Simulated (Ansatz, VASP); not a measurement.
Pd: VASP beside Ansatz

File INCAR:

```
ALGO     = Normal         # electronic algorithm
EDIFF    = 1E-8           # SCF threshold, eV
ENCUT    = 520            # plane-wave cutoff, eV
GGA      = PS             # functional
ISIF     = 2              # what is computed and relaxed
ISMEAR   = -1             # smearing method
LASPH    = T              # aspherical terms in the spheres
LCHARG   = F              # write CHGCAR
LEFG     = T            
LREAL    = F              # projectors in reciprocal space
LWAVE    = F              # write WAVECAR
NBANDS   = 11             # bands
NELM     = 80             # most SCF steps
PREC     = Accurate       # precision mode
SIGMA    = 0.05           # smearing width, eV
```

File KPOINTS:

```
k-points
0
Gamma
  18 18 18
```

Contents of POSCAR:

```
Pd
1.0
   -0.0388980000      1.9254510000      1.9254510000
    1.9254510000     -0.0388980000      1.9254510000
    1.9254510000      1.9254510000     -0.0388980000
Pd
1
Direct
    0.0000000000      0.0000000000      0.0000000000
```

Input for Ansatz:

```yaml
crystal:
  lattice:
    - [-0.038898, 1.925451, 1.925451]
    - [1.925451, -0.038898, 1.925451]
    - [1.925451, 1.925451, -0.038898]
  atoms:
    - { symbol: Pd, position: [0.0, 0.0, 0.0] }
kpoints:
  mp_grid: { grid: [18, 18, 18] }
scf:
  occupations: { method: fermi_dirac, width: 0.05 }
hamiltonian:
  xc: pbesol
  pseudopotentials: { kind: paw }
output:
  forces: true
  stress: true
  eigenvalues: true
  efg: { contact_densities: true }
  write_density: true
  write_potential: true
  elf: true
  volumetric_format: npy
```

Change from the starting cell: equal xy, yz and zx shear strains of -2 %, PAW files.

Alike in both runs: task electric field gradients; functional PBEsol; k mesh 18 × 18 × 18; occupations fermi-dirac, width 0.05 eV; no spin polarisation.

|  | VASP | Ansatz |
| --- | --- | --- |
| version | VASP 6.6.1 | Ansatz 0.2.0 |
| potentials or method | VASP PAW PBE potentials, release 64 (Pd) | PAW with Ansatz's default frozen-core files, scalar-relativistic |
| plane-wave cutoff (eV) | 520 | 420 |
| valence electrons in the cell | 10 | 18 |

```tsv
	VASP	Ansatz	Ansatz less VASP
pressure (GPa)	-2.3	-2.0	+0.33
traceless stress, the component that is largest in VASP (GPa)	1.48	1.48	+0.005
size of Vzz on the site where it differs most (V/Å²)	5.2	11.3	+6.17
```

VASP's potentials were made for PBE, not for PBEsol. VASP's potentials hold 10 valence electrons a cell and Ansatz's 18, so a difference there can come from the potentials and not from the codes.
